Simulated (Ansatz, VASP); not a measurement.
La3O2 in VASP and in Ansatz

Contents of POSCAR:

```
La3O2
1.0
    3.6885278996      0.0000000000      0.0000000000
   -1.8442639498      3.1943588636      0.0000000000
    0.0000000000      0.0000000000      9.4581475978
La O
3 2
Direct
    0.3333333333      0.6666666667      0.6857219649
    0.6666666667      0.3333333333      0.3142780351
    0.0000000000      0.0000000000      0.0000000000
    0.3333333333      0.6666666667      0.1453716731
    0.6666666667      0.3333333333      0.8546283269
```

The input INCAR.step1:

```
SYSTEM = La3O2
PREC = Accurate ; ENCUT = 520
ISMEAR = 0 ; SIGMA = 0.1
LREAL = .FALSE. ; LASPH = .TRUE.
NELM = 80 ; NBANDS = 30
GGA = PE ; ALGO = Normal
EDIFF = 1E-4 ; LWAVE = .TRUE.
LCHARG = .FALSE.
```

Contents of INCAR.step2:

```
SYSTEM = La3O2
PREC = Accurate ; ENCUT = 520
EDIFF = 1E-6 ; ISMEAR = 0
SIGMA = 0.1 ; LREAL = .FALSE.
LASPH = .TRUE. ; NELM = 80
ALGO = Normal ; ISIF = 2
LWAVE = .FALSE. ; LCHARG = .TRUE.
METAGGA = R2SCAN ; LMIXTAU = .TRUE.
LELF = .TRUE. ; LVHAR = .TRUE.
NBANDS = 30 ; ISTART = 1
```

KPOINTS

```
regular mesh
0
G
  12 12 4
  0 0 0
```

Input for Ansatz:

```yaml
crystal:
  lattice:
    - [3.6885278996, 0.0, 0.0]
    - [-1.8442639498, 3.1943588636, 0.0]
    - [0.0, 0.0, 9.4581475978]
  atoms:
    - { symbol: La, position: [0.3333333333, 0.6666666667, 0.6857219649] }
    - { symbol: La, position: [0.6666666667, 0.3333333333, 0.3142780351] }
    - { symbol: La, position: [0.0, 0.0, 0.0] }
    - { symbol: O, position: [0.3333333333, 0.6666666667, 0.1453716731] }
    - { symbol: O, position: [0.6666666667, 0.3333333333, 0.8546283269] }
basis:
  ecutwfc: 500
kpoints:
  mp_grid: { grid: [12, 12, 4] }
  band_path:
    path:
      - [[0.0, 0.0, 0.0], [0.5, 0.0, 0.0], [0.33333333, 0.33333333, 0.0], [0.0, 0.0, 0.0], [0.0, 0.0, 0.5], [0.5, 0.0, 0.5], [0.33333333, 0.33333333, 0.5], [0.0, 0.0, 0.5]]
      - [[0.5, 0.0, 0.5], [0.5, 0.0, 0.0]]
      - [[0.33333333, 0.33333333, 0.5], [0.33333333, 0.33333333, 0.0]]
    npoints: 14
hamiltonian:
  xc: r2scan
scf:
  occupations: { method: gaussian, width: 0.1 }
  n_extra_bands: 12
output:
  forces: true
  stress: true
  eigenvalues: true
  populations: true
  dos: { projected: true, de: 0.02, nscf_kmesh: { grid: [15, 15, 5] } }
  bader: true
  write_density: true
  write_potential: true
  elf: true
  volumetric_format: npy
```

Alike in both runs: task single point; functional r2SCAN; k mesh 12 × 12 × 4; occupations gaussian, width 0.1 eV; no spin polarisation.

|  | VASP | Ansatz |
| --- | --- | --- |
| version | VASP 6.6.1 | Ansatz 0.2.0 |
| potentials or method | VASP PAW PBE potentials, release 64 (La, O), cutoff 520 eV | scalar-relativistic, plane waves, PAW |
| valence electrons in the cell | 45 | 45 |

```csv
,VASP,Ansatz,Ansatz less VASP
gap on the k mesh at the Fermi level (eV),none,none,-
pressure (GPa),-0.6,-0.4,+0.20
"traceless stress, the component that is largest in VASP (GPa)",-0.15,-0.10,+0.046
rms of the force components (eV/Å),0.052,0.050,-0.0021
```

VASP's potentials were made for PBE, not for r2SCAN. Atom by atom the forces differ by 0.002 eV/Å (rms over components). A gap of «none» marks a metal or a gap that the smearing closes.

Spin-orbit coupling is off throughout.
